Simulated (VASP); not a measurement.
# CuAu (P4/mmm) in VASP: notebook

Runs on CuAu. Level: PBEsol. Tasks: electric field gradients.

Everything below comes from runs of VASP 6.6.1. Logs are shortened: lines on timing, memory, paths and dates and some standing lists are left out, and cuts for length are marked.

## (1) The cell of the first run

The structure is tetragonal, space group P4/mmm (No. 123). The conventional cell has a = 2.743 Å, b = 2.743 Å, c = 3.595 Å, α = 90.00°, β = 90.00°, γ = 90.00°. Cu (site symmetry 4/mmm) has 8 Au at 2.64 Å and 4 Cu at 2.74 Å within 3.5 Å. Au (site symmetry 4/mmm) has 8 Cu at 2.64 Å and 4 Au at 2.74 Å within 3.5 Å.

## (2) Electric field gradients, PBEsol (volume scaled by 0.94)

INCAR reads:

```
SYSTEM = CuAu
ALGO     = Normal         ! electronic algorithm
EDIFF    = 1E-8           ! SCF threshold, eV
ENCUT    = 520            ! plane-wave cutoff, eV
GGA      = PS             ! functional
ISIF     = 2              ! what is computed and relaxed
ISMEAR   = -1             ! smearing method
LASPH    = .True.         ! aspherical terms in the spheres
LCHARG   = .False.        ! write CHGCAR
LEFG     = .True.       
LREAL    = .False.        ! projectors in reciprocal space
LWAVE    = .False.        ! write WAVECAR
NBANDS   = 18             ! bands
NELM     = 100            ! most SCF steps
PREC     = Accurate       ! precision mode
SIGMA    = 0.05           ! smearing width, eV
```

KPOINTS reads:

```
k-points
0
Gamma
  13 13 10
  0 0 0
```

POSCAR reads:

```
CuAu
1.0
    2.7428411044      0.0000000000      0.0000000000
    0.0000000000      2.7428411044      0.0000000000
    0.0000000000      0.0000000000      3.5950810190
Cu Au
1 1
Direct
    0.5000000000      0.5000000000      0.5000000000
    0.0000000000      0.0000000000      0.0000000000
```

Potentials or basis: VASP PAW PBE potentials, release 64 (Cu, Au).

On the command line:

```bash
cat potpaw_PBE.64/Cu/POTCAR potpaw_PBE.64/Au/POTCAR > POTCAR
mpirun -np 1 vasp_std > vasp.out
```

OUTCAR:

```text
SYSTEM = CuAu
   EDIFF = 1E-8
   ENCUT = 520
   GGA = PS
   ISIF = 2
   ISMEAR = -1
   LASPH = .True.
   LREAL = .False.
   NELM = 100
   PREC = Accurate

 ion  position               nearest neighbor table
   1  0.500  0.500  0.500-   2 2.64   2 2.64   2 2.64   2 2.64   2 2.64   2 2.64   2 2.64   2 2.64

   2  0.000  0.000  0.000-   1 2.64   1 2.64   1 2.64   1 2.64   1 2.64   1 2.64   1 2.64   1 2.64

  LATTYP: Found a simple tetragonal cell.
 ALAT       =     2.7428411044
 C/A-ratio  =     1.3107142857

  Lattice vectors:

 A1 = (   2.7428411044,   0.0000000000,   0.0000000000)
 A2 = (   0.0000000000,   2.7428411044,   0.0000000000)
 A3 = (   0.0000000000,   0.0000000000,   3.5950810190)

Analysis of symmetry for initial positions (statically):
=====================================================================
 Subroutine PRICEL returns:
 Original cell was already a primitive cell.

 Routine SETGRP: Setting up the symmetry group for a
 simple tetragonal supercell.

 Subroutine GETGRP returns: Found 16 space group operations
 (whereof 16 operations were pure point group operations)
 out of a pool of 16 trial point group operations.

The static configuration has the point symmetry D_4h.

Analysis of symmetry for dynamics (positions and initial velocities):
=====================================================================
 Subroutine PRICEL returns:
 Original cell was already a primitive cell.

 Routine SETGRP: Setting up the symmetry group for a
 simple tetragonal supercell.

 Subroutine GETGRP returns: Found 16 space group operations
 (whereof 16 operations were pure point group operations)
 out of a pool of 16 trial point group operations.

The dynamic configuration has the point symmetry D_4h.

 Subroutine INISYM returns: Found 16 space group operations
 (whereof 16 operations are pure point group operations),
 and found     1 'primitive' translations

----------------------------------------------------------------------------------------

                                     Primitive cell

  volume of cell :      27.0464

  direct lattice vectors                    reciprocal lattice vectors
     2.742841104  0.000000000  0.000000000     0.364585465  0.000000000  0.000000000
     0.000000000  2.742841104  0.000000000     0.000000000  0.364585465  0.000000000
     0.000000000  0.000000000  3.595081019     0.000000000  0.000000000  0.278157848

  length of vectors
     2.742841104  2.742841104  3.595081019     0.364585465  0.364585465  0.278157848

  position of ions in fractional coordinates (direct lattice)
     0.500000000  0.500000000  0.500000000
     0.000000000  0.000000000  0.000000000

  ion indices of the primitive-cell ions
   primitive index   ion index
                 1           1
                 2           2

----------------------------------------------------------------------------------------

 KPOINTS: k-points

Automatic generation of k-mesh.
 Grid dimensions read from file:
 generate k-points for:   13   13   10

 Generating k-lattice:

  Cartesian coordinates                     Fractional coordinates (reciprocal lattice)
     0.028045036  0.000000000  0.000000000     0.076923077  0.000000000  0.000000000
     0.000000000  0.028045036  0.000000000     0.000000000  0.076923077  0.000000000
     0.000000000  0.000000000  0.027815785     0.000000000  0.000000000  0.100000000

  Length of vectors
     0.028045036  0.028045036  0.027815785

  Shift w.r.t. Gamma in fractional coordinates (k-lattice)
     0.000000000  0.000000000  0.000000000

 Subroutine IBZKPT returns following result:
 ===========================================

 Found    168 irreducible k-points:

 Following reciprocal coordinates:
            Coordinates               Weight
  0.000000  0.000000  0.000000      1.000000
  0.076923  0.000000  0.000000      4.000000
  0.153846  0.000000  0.000000      4.000000
  0.230769  0.000000  0.000000      4.000000
  0.307692  0.000000  0.000000      4.000000
  0.384615  0.000000  0.000000      4.000000
[... 16 lines left out ...]
  0.307692  0.307692  0.000000      4.000000
  0.384615  0.307692  0.000000      8.000000
 [... further k-points ...]
   k-points           NKPTS =    168   k-points in BZ     NKDIM =    168   number of bands    NBANDS=     18
   number of dos      NEDOS =    301   number of ions     NIONS =      2
   total plane-waves  NPLWV =  11200
   dimension x,y,z NGX =    20 NGY =   20 NGZ =   28
   dimension x,y,z NGXF=    40 NGYF=   40 NGZF=   56
   ions per type =               1   1
   NGX,Y,Z   is equivalent  to a cutoff of  12.12, 12.12, 12.95 a.u.
   NGXF,Y,Z  is equivalent  to a cutoff of  24.24, 24.24, 25.90 a.u.
 SYSTEM =  CuAu
   PREC   = accura    normal or accurate (medium, high low for compatibility)
   ISTART =      0    job   : 0-new  1-cont  2-samecut
   ICHARG =      2    charge: 1-file 2-atom 10-const
   ISPIN  =      1    spin polarized calculation?
   LNONCOLLINEAR =      F non collinear calculations
   LSORBIT =      F    spin-orbit coupling
   LASPH  =      T    aspherical Exc in radial PAW
   ENCUT  =  520.0 eV  38.22 Ry    6.18 a.u.   5.10  5.10  6.68*2*pi/ulx,y,z
   NELM   =    100;   NELMIN=  2; NELMDL= -5     # of ELM steps
   EDIFF  = 0.1E-07   stopping-criterion for ELM
   LREAL  =      F    real-space projection
   EDIFFG = 0.1E-06   stopping-criterion for IOM
   NSW    =      0    number of steps for IOM
   IBRION =     -1    ionic relax: 0-MD 1-quasi-New 2-CG
   NFREE  =      0    steps in history (QN), initial steepest desc. (CG)
   ISIF   =      2    stress and relaxation
   ISYM   =      2    0-nonsym 1-usesym 2-fastsym
   POTIM  = 0.5000    time-step for ionic-motion
   TEBEG  =    0.0;   TEEND  =   0.0 temperature during run
   PSTRESS=    0.0 pullay stress
   NELECT =      22.0000    total number of electrons
   NUPDOWN=      -1.0000    fix difference up-down
   EMIN   =  10.00;   EMAX   =-10.00  energy-range for DOS
   EFERMI =   0.00;   METHOD = LEGACY
   ISMEAR =    -1;   SIGMA  =   0.05  broadening in eV -4-tet -1-fermi 0-gaus
   EFERMI_NEDOS =   21; number of points for ismear=-14 and -15
   IALGO  =     38    algorithm
   IMIX   =      4    mixing-type and parameters
     AMIX     =   0.40;   BMIX     =  1.00
     AMIX_MAG =   1.60;   BMIX_MAG =  1.00
  volume/ion in A,a.u.               =      13.52        91.26
  Fermi-wavevector in a.u.,A,eV,Ry     =   1.528196  2.887872 31.774816  2.335383
  Thomas-Fermi vector in A             =   2.635988
   LORBIT       =      0    0 simple, 1 ext, 2 COOP (PROOUT), +10 PAW based schemes
   GGA     = PS    functional components
   LHFCALC =     F    Hartree Fock is set to
   AEXX    =    0.0000 exact exchange contribution
   IVDW    =     0    specifies the selected vdW correction
   LEPSILON=     F    determine dielectric tensor
   LRPA    =     F    only Hartree local field effects (RPA)
 non-spin polarized calculation
  energy-cutoff  :      520.00
  volume of cell :       27.05
 maximum number of plane-waves:       742
   NGX = 11   NGY = 11   NGZ = 13

 number of electron      21.9999973 magnetization

 Free energy of the ion-electron system (eV)
  ---------------------------------------------------
  ext. energy  EPLUGINS =         0.00000000
  ---------------------------------------------------
  free energy    TOTEN  =        -8.31652898 eV

  energy without entropy =       -8.31189984  energy(sigma->0) =       -8.31421441

 E-fermi :   9.6863     XC(G=0): -13.2717

 val. band max:        9.6826585078   @ k =   0.4615   0.0769   0.4000
 cond. band min:       9.7047411990   @ k =   0.4615   0.4615   0.0000
 fundamental gap:      0.0220826912
 Fermi energy:         9.6862729346

 k-point     1 :       0.0000    0.0000    0.0000
  band No.  band energies     occupation
      1      -0.8635      2.00000
      2       2.4454      2.00000
      3       2.6186      2.00000
      4       5.3174      2.00000
      5       5.3174      2.00000
      6       6.5270      2.00000
[... 10 lines left out ...]
     17      27.2060      0.00000
     18      27.3523      0.00000

 k-point     2 :       0.0769    0.0000    0.0000
  band No.  band energies     occupation
      1      -0.7159      2.00000
      2       2.5243      2.00000
      3       2.7050      2.00000
      4       5.2238      2.00000
      5       5.3542      2.00000
      6       6.4608      2.00000
[... 10 lines left out ...]
     17      27.2978      0.00000
     18      28.3848      0.00000
[... 442 lines left out ...]
 k-point    24 :       0.3846    0.3077    0.0000
  band No.  band energies     occupation
      1       2.4920      2.00000
      2       3.5025      2.00000
      3       3.6280      2.00000
      4       3.9354      2.00000
      5       5.4847      2.00000
      6       6.6851      2.00000
[... 10 lines left out ...]
     17      23.3053      0.00000
     18      23.4882      0.00000

 [... further k-points ...]
[... 5 lines left out ...]
  --------------------------------------------------------------------------------------
  -------------------------------------------------------------------------------------
  Total        1.6769340      1.6769340      1.6268622      0.0000000      0.0000000      0.0000000
  in kB       99.3382634     99.3382634     96.3721105      0.0000000      0.0000000      0.0000000
  external PRESSURE =      98.3495458 kB  Pullay stress =       0.0000000 kB

 VOLUME and BASIS-vectors are now :
 -----------------------------------------------------------------------------
  energy-cutoff  :      520.00
  volume of cell :       27.05
      direct lattice vectors                 reciprocal lattice vectors
     2.742841104  0.000000000  0.000000000     0.364585465  0.000000000  0.000000000
     0.000000000  2.742841104  0.000000000     0.000000000  0.364585465  0.000000000
     0.000000000  0.000000000  3.595081019     0.000000000  0.000000000  0.278157848

 POSITION                                       TOTAL-FORCE (eV/Angst)
 -----------------------------------------------------------------------------------
      1.37142      1.37142      1.79754         0.000000      0.000000      0.000000
      0.00000      0.00000      0.00000         0.000000      0.000000      0.000000
 -----------------------------------------------------------------------------------
    total drift:                               -0.000000      0.000000      0.000000

  FREE ENERGIE OF THE ION-ELECTRON SYSTEM (eV)
  ---------------------------------------------------
  free  energy   TOTEN  =        -8.3165289787 eV

  energy  without entropy=       -8.3118998439  energy(sigma->0) =       -8.31421441

 Electric field gradients (V/A^2)
---------------------------------------------------------------------
 ion       V_xx      V_yy      V_zz      V_xy      V_xz      V_yz
---------------------------------------------------------------------
   1       7.533     7.533   -15.065    -0.000     0.000     0.000
   2     -48.220   -48.220    96.439    -0.000     0.000    -0.000
---------------------------------------------------------------------

 Electric field gradients after diagonalization (V/A^2)
 (convention: |V_zz| > |V_xx| > |V_yy|)
----------------------------------------------------------------------
 ion       V_xx      V_yy      V_zz     asymmetry (V_yy - V_xx)/ V_zz
----------------------------------------------------------------------
   1       7.533     7.533   -15.065       0.000
   2     -48.220   -48.220    96.439       0.000
----------------------------------------------------------------------

           NMR quadrupolar parameters

 Cq : quadrupolar parameter    Cq=e*Q*V_zz/h
 eta: asymmetry parameters     (V_yy - V_xx)/ V_zz
 Q  : nuclear electric quadrupole moment in mb (millibarn)
----------------------------------------------------------------------
 ion       Cq(MHz)       eta       Q (mb)
----------------------------------------------------------------------
   1      -0.036       0.000       1.000
   2       0.233       0.000       1.000
----------------------------------------------------------------------
```

It took 59 s on 1 thread of Intel Xeon 6975P-C, shared host; peak memory 0.2 GiB.

Results:

* Free energy: -8.3165 eV
* Pressure: 9.8 GPa
* Band gap on the k mesh: zero (band 11 reaches 14.35 eV, above the bottom of band 12 at 7.57 eV)

Stress tensor (GPa, compression positive):
```
9.93 0.00 0.00
0.00 9.93 0.00
0.00 0.00 9.64
```

Electric field gradients, principal values (V/Å²):
```tsv
atom	least	middle	greatest (by size)
1 Cu	7.533	7.533	-15.065
2 Au	-48.220	-48.220	96.439
```

Caveat: without QUAD_EFG the Cq values of the log hold for a quadrupole moment of 1 mb, not for the nuclei; the PAW data sets were made with another functional, which shifts forces and pressure a little; spin-orbit coupling is left out, which moves the levels of the heavy elements.

(Part 1 of 3 ends here.)
